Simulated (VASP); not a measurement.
# Si3Ge (P6/mmm) in VASP: density of states with PBE

Aim: the density of states of Si3Ge with PBE.

Everything below comes from runs of VASP 6.6.1. Logs are shortened: lines on timing, memory, paths and dates and some standing lists are left out, and cuts for length are marked.

**1. The cell of the first run**

The structure is hexagonal, space group P6/mmm (No. 191). Conventional cell: a = 2.715 Å, b = 2.715 Å, c = 10.111 Å, α = 90.00°, β = 90.00°, γ = 120.00°. Within 3.3 Å of Si (site symmetry 6/mmm) lie 8 Si at 2.46 to 2.71 Å. Si (site symmetry 6mm) has 7 Si at 2.46 to 2.71 Å and 1 Ge at 2.59 Å within 3.3 Å. Within 3.4 Å of Ge (site symmetry 6/mmm) lie 2 Si at 2.59 Å and 6 Ge at 2.71 Å.

**2. Density of states, PBE**

File POSCAR:

```
Si3Ge
1.0
    2.7149955128      0.0000000000      0.0000000000
   -1.3574977564      2.3512550852      0.0000000000
    0.0000000000      0.0000000000     10.1106116864
Si Ge
3 1
Direct
    0.0000000000      0.0000000000      0.5000000000
    0.0000000000      0.0000000000      0.7435579802
    0.0000000000      0.0000000000      0.2564420198
    0.0000000000      0.0000000000      0.0000000000
```

File INCAR.step1:

```
SYSTEM = Si3Ge
PREC = Accurate ; ENCUT = 520
EDIFF = 1E-6 ; ISMEAR = 0
SIGMA = 0.1 ; LREAL = .False.
LASPH = .True. ; NELM = 100
ALGO = Normal ; ISIF = 2
LWAVE = .False. ; LCHARG = .True.
GGA = PE ; NBANDS = 21
```

File KPOINTS.step1:

```
regular mesh
0
Gamma
  21 21 6
  0 0 0
```

File INCAR.step2:

```
SYSTEM = Si3Ge
PREC = Accurate ; ENCUT = 520
EDIFF = 1E-6 ; ISMEAR = -5
SIGMA = 0.1 ; LREAL = .False.
LASPH = .True. ; NELM = 100
ALGO = Normal ; ISIF = 2
LWAVE = .False. ; LCHARG = .False.
GGA = PE ; LORBIT = 10
NEDOS = 2001 ; ICHARG = 11
```

File KPOINTS.step2:

```
regular mesh
0
Gamma
  32 32 9
  0 0 0
```

Potentials or basis: VASP PAW PBE potentials, release 64 (Si, Ge_d).

Launch:

```
$ cat potpaw_PBE.64/Si/POTCAR potpaw_PBE.64/Ge_d/POTCAR > POTCAR
$ cp INCAR.step1 INCAR
$ cp KPOINTS.step1 KPOINTS
$ mpirun -np 1 vasp_std > vasp.out
$ cp INCAR.step2 INCAR
$ cp KPOINTS.step2 KPOINTS
$ mpirun -np 1 vasp_std > vasp.out
```

OUTCAR:

```text
SYSTEM = Si3Ge
   PREC = Accurate
   ENCUT = 520
   EDIFF = 1E-6
   ISMEAR = -5
   LREAL = .False.
   LASPH = .True.
   NELM = 100
   ISIF = 2
   GGA = PE
   LORBIT = 10
   ICHARG = 11

 ion  position               nearest neighbor table
   1  0.000  0.000  0.500-   2 2.46   3 2.46
   2  0.000  0.000  0.744-   1 2.46   4 2.59
   3  0.000  0.000  0.256-   1 2.46   4 2.59
   4  0.000  0.000  0.000-   2 2.59   3 2.59

  LATTYP: Found a hexagonal cell.
 ALAT       =     2.7149955128
 C/A-ratio  =     3.7239883597

  Lattice vectors:

 A1 = (   2.7149955128,   0.0000000000,   0.0000000000)
 A2 = (  -1.3574977564,   2.3512550852,   0.0000000000)
 A3 = (   0.0000000000,   0.0000000000,  10.1106116864)

Analysis of symmetry for initial positions (statically):
=====================================================================
 Subroutine PRICEL returns:
 Original cell was already a primitive cell.

 Routine SETGRP: Setting up the symmetry group for a
 hexagonal supercell.

 Subroutine GETGRP returns: Found 24 space group operations
 (whereof 24 operations were pure point group operations)
 out of a pool of 24 trial point group operations.

The static configuration has the point symmetry D_6h.

Analysis of symmetry for dynamics (positions and initial velocities):
=====================================================================
 Subroutine PRICEL returns:
 Original cell was already a primitive cell.

 Routine SETGRP: Setting up the symmetry group for a
 hexagonal supercell.

 Subroutine GETGRP returns: Found 24 space group operations
 (whereof 24 operations were pure point group operations)
 out of a pool of 24 trial point group operations.

The dynamic configuration has the point symmetry D_6h.

 Subroutine INISYM returns: Found 24 space group operations
 (whereof 24 operations are pure point group operations),
 and found     1 'primitive' translations

----------------------------------------------------------------------------------------

                                     Primitive cell

  volume of cell :      64.5426

  direct lattice vectors                    reciprocal lattice vectors
     2.714995513  0.000000000  0.000000000     0.368324734  0.212652384  0.000000000
    -1.357497756  2.351255085  0.000000000     0.000000000  0.425304769  0.000000000
     0.000000000  0.000000000 10.110611686     0.000000000  0.000000000  0.098905984

  length of vectors
     2.714995513  2.714995513 10.110611686     0.425304769  0.425304769  0.098905984

  position of ions in fractional coordinates (direct lattice)
     0.000000000  0.000000000  0.500000000
     0.000000000  0.000000000  0.743557980
     0.000000000  0.000000000  0.256442020
     0.000000000  0.000000000  0.000000000

  ion indices of the primitive-cell ions
   primitive index   ion index
                 1           1
                 2           2
                 3           3
                 4           4

----------------------------------------------------------------------------------------

 KPOINTS: regular mesh

Automatic generation of k-mesh.
 Grid dimensions read from file:
 generate k-points for:   32   32    9

 Generating k-lattice:

  Cartesian coordinates                     Fractional coordinates (reciprocal lattice)
     0.011510148  0.006645387  0.000000000     0.031250000 -0.000000000  0.000000000
     0.000000000  0.013290774  0.000000000     0.000000000  0.031250000  0.000000000
     0.000000000  0.000000000  0.010989554     0.000000000  0.000000000  0.111111111

  Length of vectors
     0.013290774  0.013290774  0.010989554

  Shift w.r.t. Gamma in fractional coordinates (k-lattice)
     0.000000000  0.000000000  0.000000000

 TETIRR: Found   8848 inequivalent tetrahedra from    55296

 Subroutine IBZKPT returns following result:
 ===========================================

 Found    510 irreducible k-points:

 Following reciprocal coordinates:
            Coordinates               Weight
  0.000000  0.000000  0.000000      1.000000
  0.031250  0.000000  0.000000      6.000000
  0.062500  0.000000  0.000000      6.000000
  0.093750  0.000000  0.000000      6.000000
  0.125000  0.000000  0.000000      6.000000
  0.156250  0.000000  0.000000      6.000000
[... 16 lines left out ...]
  0.187500  0.031250  0.000000     12.000000
  0.218750  0.031250  0.000000     12.000000
 [... further k-points ...]
   k-points           NKPTS =    510   k-points in BZ     NKDIM =    510   number of bands    NBANDS=     17
   number of dos      NEDOS =   2001   number of ions     NIONS =      4
   total plane-waves  NPLWV =  32000
   dimension x,y,z NGX =    20 NGY =   20 NGZ =   80
   dimension x,y,z NGXF=    40 NGYF=   40 NGZF=  160
   ions per type =               3   1
   NGX,Y,Z   is equivalent  to a cutoff of  12.25, 12.25, 13.15 a.u.
   NGXF,Y,Z  is equivalent  to a cutoff of  24.49, 24.49, 26.31 a.u.
 SYSTEM =  Si3Ge
   PREC   = accura    normal or accurate (medium, high low for compatibility)
   ISTART =      0    job   : 0-new  1-cont  2-samecut
   ICHARG =     11    charge: 1-file 2-atom 10-const
   ISPIN  =      1    spin polarized calculation?
   LNONCOLLINEAR =      F non collinear calculations
   LSORBIT =      F    spin-orbit coupling
   LASPH  =      T    aspherical Exc in radial PAW
   ENCUT  =  520.0 eV  38.22 Ry    6.18 a.u.   5.05  5.05 18.80*2*pi/ulx,y,z
   NELM   =    100;   NELMIN=  2; NELMDL=  0     # of ELM steps
   EDIFF  = 0.1E-05   stopping-criterion for ELM
   LREAL  =      F    real-space projection
   EDIFFG = 0.1E-04   stopping-criterion for IOM
   NSW    =      0    number of steps for IOM
   IBRION =     -1    ionic relax: 0-MD 1-quasi-New 2-CG
   NFREE  =      0    steps in history (QN), initial steepest desc. (CG)
   ISIF   =      2    stress and relaxation
   ISYM   =      2    0-nonsym 1-usesym 2-fastsym
   POTIM  = 0.5000    time-step for ionic-motion
   TEBEG  =    0.0;   TEEND  =   0.0 temperature during run
   PSTRESS=    0.0 pullay stress
   NELECT =      26.0000    total number of electrons
   NUPDOWN=      -1.0000    fix difference up-down
   EMIN   =  10.00;   EMAX   =-10.00  energy-range for DOS
   EFERMI =   0.00;   METHOD = LEGACY
   ISMEAR =    -5;   SIGMA  =   0.10  broadening in eV -4-tet -1-fermi 0-gaus
   EFERMI_NEDOS =   21; number of points for ismear=-14 and -15
   IALGO  =     38    algorithm
   IMIX   =      4    mixing-type and parameters
     AMIX     =   0.40;   BMIX     =  1.00
     AMIX_MAG =   1.60;   BMIX_MAG =  1.00
  volume/ion in A,a.u.               =      16.14       108.89
  Fermi-wavevector in a.u.,A,eV,Ry     =   1.209067  2.284806 19.889595  1.461844
  Thomas-Fermi vector in A             =   2.344656
   LORBIT       =     10    0 simple, 1 ext, 2 COOP (PROOUT), +10 PAW based schemes
   GGA     = PE    functional components
   LHFCALC =     F    Hartree Fock is set to
   AEXX    =    0.0000 exact exchange contribution
   IVDW    =     0    specifies the selected vdW correction
   LEPSILON=     F    determine dielectric tensor
   LRPA    =     F    only Hartree local field effects (RPA)
 non-spin polarized calculation
 Fermi weights with tetrahedron method with Bloechl corrections
  energy-cutoff  :      520.00
  volume of cell :       64.54
 maximum number of plane-waves:      1764

 number of electron      25.9999987 magnetization

 Free energy of the ion-electron system (eV)
  ---------------------------------------------------
  ext. energy  EPLUGINS =         0.00000000
  ---------------------------------------------------
  free energy    TOTEN  =       -19.45188317 eV

  energy without entropy =      -19.45188317  energy(sigma->0) =      -19.45188317

 E-fermi :   8.4882     XC(G=0): -11.0240

 val. band max:        8.5924545168   @ k =   0.2500   0.0313   0.0000
 cond. band min:       8.3586134864   @ k =   0.1562   0.0313   0.0000
 fundamental gap:     -0.2338410304
 Fermi energy:         8.4882077967

 k-point     1 :       0.0000    0.0000    0.0000
  band No.  band energies     occupation
      1     -16.2970      2.00000
      2     -16.2970      2.00000
      3     -16.2791      2.00000
      4     -16.1213      2.00000
      5     -16.1213      2.00000
      6      -5.2254      2.00000
[... 9 lines left out ...]
     16      17.6917      0.00000
     17      18.7731      0.00000

 k-point     2 :       0.0312    0.0000    0.0000
  band No.  band energies     occupation
      1     -16.2974      2.00000
      2     -16.2951      2.00000
      3     -16.2777      2.00000
      4     -16.1224      2.00000
      5     -16.1215      2.00000
      6      -5.1995      2.00000
[... 9 lines left out ...]
     16      17.7183      0.00000
     17      18.4816      0.00000

 k-point     3 :       0.0625    0.0000    0.0000
  band No.  band energies     occupation
      1     -16.2991      2.00000
      2     -16.2896      2.00000
      3     -16.2736      2.00000
      4     -16.1256      2.00000
      5     -16.1222      2.00000
      6      -5.1218      2.00000
[... 392 lines left out ...]
 k-point    23 :       0.1875    0.0313    0.0000
  band No.  band energies     occupation
      1     -16.3226      2.00000
      2     -16.2356      2.00000
      3     -16.2145      2.00000
      4     -16.1619      2.00000
      5     -16.1304      2.00000
      6      -4.1127      2.00000
[... 9 lines left out ...]
     16      14.6372      0.00000
     17      15.3462      0.00000

 k-point    24 :       0.2188    0.0313    0.0000
  band No.  band energies     occupation
      1     -16.3305      2.00000
      2     -16.2186      2.00000
      3     -16.1974      2.00000
      4     -16.1726      2.00000
      5     -16.1329      2.00000
      6      -3.7512      2.00000
[... 9 lines left out ...]
     16      14.1755      0.00000
     17      14.2820      0.00000

 [... further k-points ...]

------------------------ aborting loop because EDIFF is reached ----------------------------------------

  FORCE on cell =-STRESS in cart. coord.  units (eV):
  Direction    XX          YY          ZZ          XY          YZ          ZX
  --------------------------------------------------------------------------------------
  -------------------------------------------------------------------------------------
  Total        0.0639408      0.0639408      0.1275397     -0.0000000      0.0000000      0.0000000
  in kB        1.5872398      1.5872398      3.1659906     -0.0000000      0.0000000      0.0000000
  external PRESSURE =       2.1134901 kB  Pullay stress =       0.0000000 kB

 VOLUME and BASIS-vectors are now :
 -----------------------------------------------------------------------------
  energy-cutoff  :      520.00
  volume of cell :       64.54
      direct lattice vectors                 reciprocal lattice vectors
     2.714995513  0.000000000  0.000000000     0.368324734  0.212652384  0.000000000
    -1.357497756  2.351255085  0.000000000     0.000000000  0.425304769  0.000000000
     0.000000000  0.000000000 10.110611686     0.000000000  0.000000000  0.098905984

 POSITION                                       TOTAL-FORCE (eV/Angst)
 -----------------------------------------------------------------------------------
      0.00000      0.00000      5.05531        -0.000000     -0.000000     -0.000000
      0.00000      0.00000      7.51783        -0.000000      0.000000      0.028148
      0.00000      0.00000      2.59279         0.000000     -0.000000     -0.028148
      0.00000      0.00000      0.00000        -0.000000     -0.000000     -0.000000
 -----------------------------------------------------------------------------------
    total drift:                                0.000000      0.000000     -0.000000

  FREE ENERGIE OF THE ION-ELECTRON SYSTEM (eV)
  ---------------------------------------------------
  free  energy   TOTEN  =       -19.4518831744 eV

  energy  without entropy=      -19.4518831744  energy(sigma->0) =      -19.45188317

 total charge

# of ion       s       p       d       tot
------------------------------------------
    1        0.795   0.784   0.000   1.578
    2        0.803   0.763   0.000   1.566
    3        0.803   0.763   0.000   1.566
    4        1.199   1.107  10.051  12.357
--------------------------------------------------
tot          3.599   3.417  10.051  17.067
```

It took 4.3 min on 1 thread of Intel Xeon 6975P-C (Granite Rapids), shared host; peak memory 0.61 GiB.

Results:

```yaml
Valence_electrons_inside_the_program's_atomic_spheres: Si 1.58, 1.57; Ge 12.36
```

Levels at points of the mesh, in eV from the Fermi level:
```tsv
k point	band 10	band 11	band 12	band 13	band 14	band 15	band 16	band 17
(0.00, 0.00, 0.00)	-6.68	-0.92	-0.76	7.70	8.15	9.20	9.20	10.28
(0.50, 0.00, 0.00)	-5.13	-5.01	-2.66	-2.38	-2.10	2.10	3.92	4.05
```

Caveat: the bands computed are all filled at some k points, so no gap is given.
